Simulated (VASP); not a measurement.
# MgSe (Fm-3m) in VASP: further runs

MgSe is run at these levels: PBE; tasks: single point.

Everything below comes from runs of VASP 6.6.1. Logs are shortened: lines on timing, memory, paths and dates and some standing lists are left out, and cuts for length are marked.

### Step 1. The cell of the first run

Symmetry: Fm-3m, No. 225, cubic system. Conventional cell: a = 5.302 Å, b = 5.302 Å, c = 5.302 Å, α = 90.00°, β = 90.00°, γ = 90.00°. Within 3.5 Å of Mg (site symmetry m-3m) lie 6 Se at 2.65 Å. Within 3.5 Å of Se (site symmetry m-3m) lie 6 Mg at 2.65 Å.

### Step 2. Single point, PBE

Contents of INCAR:

```
SYSTEM = MgSe
ALGO = Normal ; EDIFF = 1E-6
ENCUT = 600 ; GGA = PE
GGA_COMPAT = .False. ; ISIF = 2
ISMEAR = 0 ; LASPH = .True.
LCHARG = .False. ; LREAL = .False.
LWAVE = .False. ; NBANDS = 11
NELM = 120 ; PREC = Accurate
SIGMA = 0.01
```

Contents of KPOINTS:

```
k-points
0
Gamma
  5 5 5
  0 0 0
```

Contents of POSCAR:

```
MgSe
1.0
    0.0000000000      2.6507908459      2.6507908459
    2.6507908459      0.0000000000      2.6507908459
    2.6507908459      2.6507908459      0.0000000000
Mg Se
1 1
Direct
    0.0000000000      0.0000000000      0.0000000000
    0.5000000000      0.5000000000      0.5000000000
```

Potentials or basis: VASP PAW PBE potentials, release 64 (Mg, Se).

Command:

```bash
cat potpaw_PBE.64/Mg/POTCAR potpaw_PBE.64/Se/POTCAR > POTCAR
mpirun -np 1 vasp_std > vasp.out
```

OUTCAR:

```text
SYSTEM = MgSe
   EDIFF = 1E-6
   ENCUT = 600
   GGA = PE
   ISIF = 2
   ISMEAR = 0
   LASPH = .True.
   LREAL = .False.
   NELM = 120
   PREC = Accurate

 ion  position               nearest neighbor table
   1  0.000  0.000  0.000-   2 2.65   2 2.65   2 2.65   2 2.65   2 2.65   2 2.65
   2  0.500  0.500  0.500-   1 2.65   1 2.65   1 2.65   1 2.65   1 2.65   1 2.65

  LATTYP: Found a face centered cubic cell.
 ALAT       =     5.3015816918

  Lattice vectors:

 A1 = (   0.0000000000,   2.6507908459,   2.6507908459)
 A2 = (   2.6507908459,   0.0000000000,   2.6507908459)
 A3 = (   2.6507908459,   2.6507908459,   0.0000000000)

Analysis of symmetry for initial positions (statically):
=====================================================================
 Subroutine PRICEL returns:
 Original cell was already a primitive cell.

 Routine SETGRP: Setting up the symmetry group for a
 face centered cubic supercell.

 Subroutine GETGRP returns: Found 48 space group operations
 (whereof 48 operations were pure point group operations)
 out of a pool of 48 trial point group operations.

The static configuration has the point symmetry O_h .

Analysis of symmetry for dynamics (positions and initial velocities):
=====================================================================
 Subroutine PRICEL returns:
 Original cell was already a primitive cell.

 Routine SETGRP: Setting up the symmetry group for a
 face centered cubic supercell.

 Subroutine GETGRP returns: Found 48 space group operations
 (whereof 48 operations were pure point group operations)
 out of a pool of 48 trial point group operations.

The dynamic configuration has the point symmetry O_h .

 Subroutine INISYM returns: Found 48 space group operations
 (whereof 48 operations are pure point group operations),
 and found     1 'primitive' translations

----------------------------------------------------------------------------------------

                                     Primitive cell

  volume of cell :      37.2526

  direct lattice vectors                    reciprocal lattice vectors
     0.000000000  2.650790846  2.650790846    -0.188622954  0.188622954  0.188622954
     2.650790846  0.000000000  2.650790846     0.188622954 -0.188622954  0.188622954
     2.650790846  2.650790846  0.000000000     0.188622954  0.188622954 -0.188622954

  length of vectors
     3.748784365  3.748784365  3.748784365     0.326704540  0.326704540  0.326704540

  position of ions in fractional coordinates (direct lattice)
     0.000000000  0.000000000  0.000000000
     0.500000000  0.500000000  0.500000000
[... 72 lines left out ...]
   PSTRESS=    0.0 pullay stress
   NELECT =       8.0000    total number of electrons
   NUPDOWN=      -1.0000    fix difference up-down
   EMIN   =  10.00;   EMAX   =-10.00  energy-range for DOS
   EFERMI =   0.00;   METHOD = LEGACY
   ISMEAR =     0;   SIGMA  =   0.01  broadening in eV -4-tet -1-fermi 0-gaus
   EFERMI_NEDOS =   21; number of points for ismear=-14 and -15
   IALGO  =     38    algorithm
   IMIX   =      4    mixing-type and parameters
     AMIX     =   0.40;   BMIX     =  1.00
     AMIX_MAG =   1.60;   BMIX_MAG =  1.00
  volume/ion in A,a.u.               =      18.63       125.70
  Fermi-wavevector in a.u.,A,eV,Ry     =   0.980361  1.852614 13.076664  0.961108
  Thomas-Fermi vector in A             =   2.111285
   LORBIT       =      0    0 simple, 1 ext, 2 COOP (PROOUT), +10 PAW based schemes
   GGA     = PE    functional components
   LHFCALC =     F    Hartree Fock is set to
   AEXX    =    0.0000 exact exchange contribution
   IVDW    =     0    specifies the selected vdW correction
   LEPSILON=     F    determine dielectric tensor
   LRPA    =     F    only Hartree local field effects (RPA)
 non-spin polarized calculation
 Gauss-broadening in eV      SIGMA  =   0.01
  energy-cutoff  :      600.00
  volume of cell :       37.25
 maximum number of plane-waves:      1252
 NGX is ok and might be reduce to    30
   NGX = 15   NGY = 15   NGZ = 15

 number of electron       7.9999999 magnetization

 Free energy of the ion-electron system (eV)
  ---------------------------------------------------
  ext. energy  EPLUGINS =         0.00000000
  ---------------------------------------------------
  free energy    TOTEN  =        -7.35992234 eV

  energy without entropy =       -7.35992234  energy(sigma->0) =       -7.35992234

 E-fermi :   4.0806     XC(G=0):  -9.8283

 val. band max:        3.9805353375   @ k =   0.0000   0.0000   0.0000
 cond. band min:       6.3329324395   @ k =   0.4000   0.4000   0.0000
 fundamental gap:      2.3523971020
 Fermi energy:         4.0806157355

 k-point     1 :       0.0000    0.0000    0.0000
  band No.  band energies     occupation
      1      -9.4596      2.00000
      2       3.9805      2.00000
      3       3.9805      2.00000
      4       3.9805      2.00000
      5       7.1720      0.00000
      6      11.3390      0.00000
      7      11.3390      0.00000
      8      11.3390      0.00000
      9      14.0867      0.00000
     10      14.0867      0.00000
     11      15.0359      0.00000
[... 113 lines left out ...]
 k-point    10 :      -0.4000    0.4000    0.2000
  band No.  band energies     occupation
      1      -7.8249      2.00000
      2      -0.2812      2.00000
      3       0.8317      2.00000
      4       1.8464      2.00000
      5       8.5963      0.00000
      6      10.5901      0.00000
      7      10.8799      0.00000
      8      13.8202      0.00000
      9      16.5157      0.00000
     10      16.7813      0.00000
     11      20.2357      0.00000

------------------------ aborting loop because EDIFF is reached ----------------------------------------

  FORCE on cell =-STRESS in cart. coord.  units (eV):
  Direction    XX          YY          ZZ          XY          YZ          ZX
  --------------------------------------------------------------------------------------
  -------------------------------------------------------------------------------------
  Total        2.0626718      2.0626718      2.0626718      0.0000000     -0.0000000      0.0000000
  in kB       88.7123996     88.7123996     88.7123996      0.0000000     -0.0000000      0.0000000
  external PRESSURE =      88.7123996 kB  Pullay stress =       0.0000000 kB

 VOLUME and BASIS-vectors are now :
 -----------------------------------------------------------------------------
  energy-cutoff  :      600.00
  volume of cell :       37.25
      direct lattice vectors                 reciprocal lattice vectors
     0.000000000  2.650790846  2.650790846    -0.188622954  0.188622954  0.188622954
     2.650790846  0.000000000  2.650790846     0.188622954 -0.188622954  0.188622954
     2.650790846  2.650790846  0.000000000     0.188622954  0.188622954 -0.188622954

 POSITION                                       TOTAL-FORCE (eV/Angst)
 -----------------------------------------------------------------------------------
      0.00000      0.00000      0.00000        -0.000000      0.000000      0.000000
      2.65079      2.65079      2.65079         0.000000     -0.000000     -0.000000
 -----------------------------------------------------------------------------------
    total drift:                               -0.000000     -0.000000      0.000000

  FREE ENERGIE OF THE ION-ELECTRON SYSTEM (eV)
  ---------------------------------------------------
  free  energy   TOTEN  =        -7.3599223394 eV

  energy  without entropy=       -7.3599223394  energy(sigma->0) =       -7.35992234
```

OSZICAR:

```text
N       E                     dE             d eps       ncg     rms          rms(c)
DAV:   1     0.271189163748E+02    0.27119E+02   -0.38355E+03   220   0.663E+02
DAV:   2    -0.610987520929E+01   -0.33229E+02   -0.32014E+02   279   0.104E+02
DAV:   3    -0.763161180222E+01   -0.15217E+01   -0.15190E+01   276   0.235E+01
DAV:   4    -0.763798622619E+01   -0.63744E-02   -0.63742E-02   241   0.181E+00
DAV:   5    -0.763802208280E+01   -0.35857E-04   -0.35857E-04   262   0.138E-01    0.315E+00
DAV:   6    -0.740115354482E+01    0.23687E+00   -0.38387E-01   238   0.243E+00    0.204E+00
DAV:   7    -0.735980380757E+01    0.41350E-01   -0.20211E-01   250   0.188E+00    0.986E-01
DAV:   8    -0.735996817487E+01   -0.16437E-03   -0.89492E-03   238   0.509E-01    0.255E-01
DAV:   9    -0.735991367340E+01    0.54501E-04   -0.18808E-04   241   0.811E-02    0.118E-01
DAV:  10    -0.735992593478E+01   -0.12261E-04   -0.10052E-04   244   0.447E-02    0.308E-02
DAV:  11    -0.735992210547E+01    0.38293E-05   -0.20241E-05   241   0.184E-02    0.653E-03
DAV:  12    -0.735992233937E+01   -0.23390E-06   -0.82385E-07   154   0.527E-03
   1 F= -.73599223E+01 E0= -.73599223E+01  d E =-.428815E-47
```

stdout:

```text
POSCAR found type information on POSCAR MgSe
 POSCAR found :  2 types and       2 ions
 scaLAPACK will be used
 LDA part: xc-table for (Slater+PW92), standard interpolation
 POSCAR, INCAR and KPOINTS ok, starting setup
 FFT: planning ... GRIDC
 FFT: planning ... GRID_SOFT
 FFT: planning ... GRID
 WAVECAR not read
 entering main loop
```

Wall time 4.1 s (1 thread of Intel Xeon 6975P-C (Granite Rapids), shared host); peak memory 0.16 GiB.

Results:

| Property | Result |
| --- | --- |
| Free energy | -7.3599 eV |
| Pressure | 8.9 GPa |
| Band gap on the k mesh | 2.35 eV, indirect (least direct gap 3.19 eV) |

A k mesh can miss the band edges. As with any semilocal functional, this PBE gap is likely too small.

(Continued in part 2 of 2.)
